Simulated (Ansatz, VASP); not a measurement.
# One calculation of BaTiO3, two programs

The input POSCAR:

```
BaTiO3
1.0
    3.9841000000      0.0000000000      0.0000000000
    0.0000000000      2.8370500000      2.8458000000
    0.0000000000     -2.8370500000      2.8458000000
Ba Ti O
1 1 3
Direct
    0.0000000000      0.0000000000      0.0000000000
    0.5000000000      0.5079000000      0.5079000000
    0.0000000000      0.4921000000      0.4921000000
    0.5000000000      0.5025100000      0.9937100000
    0.5000000000      0.9937100000      0.5025100000
```

INCAR.step1

```
SYSTEM = BaTiO3
PREC = Accurate
ENCUT = 520
ISMEAR = 0
SIGMA = 0.02
LREAL = .FALSE.
LASPH = .TRUE.
NELM = 60
NBANDS = 28
GGA = PE
ALGO = Normal
EDIFF = 1E-4
LWAVE = .TRUE.
LCHARG = .FALSE.
```

File INCAR.step2:

```
SYSTEM = BaTiO3
PREC = Accurate
ENCUT = 520
EDIFF = 1E-7
ISMEAR = 0
SIGMA = 0.02
LREAL = .FALSE.
LASPH = .TRUE.
NELM = 60
ALGO = Normal
ISIF = 2
LWAVE = .FALSE.
LCHARG = .TRUE.
METAGGA = R2SCAN
LMIXTAU = .TRUE.
LELF = .TRUE.
LVHAR = .TRUE.
NBANDS = 28
ISTART = 1
```

KPOINTS

```
Automatic mesh
0
G
  8 8 8
  0 0 0
```

Input for Ansatz:

```yaml
crystal:
  lattice:
    - [3.9841, 0.0, 0.0]
    - [0.0, 2.83705, 2.8458]
    - [0.0, -2.83705, 2.8458]
  atoms:
    - { symbol: Ba, position: [0.0, 0.0, 0.0] }
    - { symbol: Ti, position: [0.5, 0.5079, 0.5079] }
    - { symbol: O, position: [0.0, 0.4921, 0.4921] }
    - { symbol: O, position: [0.5, 0.50251, 0.99371] }
    - { symbol: O, position: [0.5, 0.99371, 0.50251] }
basis:
  ecutwfc: 500
kpoints:
  mp_grid: { grid: [8, 8, 8] }
hamiltonian:
  xc: r2scan
scf:
  occupations: { method: gaussian, width: 0.02 }
output:
  forces: true
  stress: true
  eigenvalues: true
  write_density: true
  write_potential: true
  elf: true
  volumetric_format: npy
```

Alike in both runs: task single point; functional r2SCAN; k mesh 8 × 8 × 8; occupations gaussian, width 0.02 eV; no spin polarisation.

|  | VASP | Ansatz |
| --- | --- | --- |
| version | VASP 6.6.1 | Ansatz 0.2.0 |
| potentials or method | VASP PAW PBE potentials, release 64 (Ba_sv, Ti_sv, O), cutoff 520 eV | scalar-relativistic, plane waves, PAW |
| valence electrons in the cell | 40 | 40 |

Ansatz gave:

```
gap on the k mesh at the Fermi level (eV)                     : 2.20
least direct gap on the mesh (eV)                             : 2.35
pressure (GPa)                                                : -1.3
traceless stress, the component that is largest in VASP (GPa) : -0.73
rms of the force components (eV/Å)                            : 0.106
```

Task: What did VASP give for the same quantities?

Result: gap on the k mesh at the Fermi level (eV): 2.18; least direct gap on the mesh (eV): 2.37; pressure (GPa): 0.6; traceless stress, the component that is largest in VASP (GPa): -0.74; rms of the force components (eV/Å): 0.090.

VASP's potentials were made for PBE, not for r2SCAN. Atom by atom the forces differ by 0.023 eV/Å (rms over components).

Neither program's run includes spin-orbit coupling.
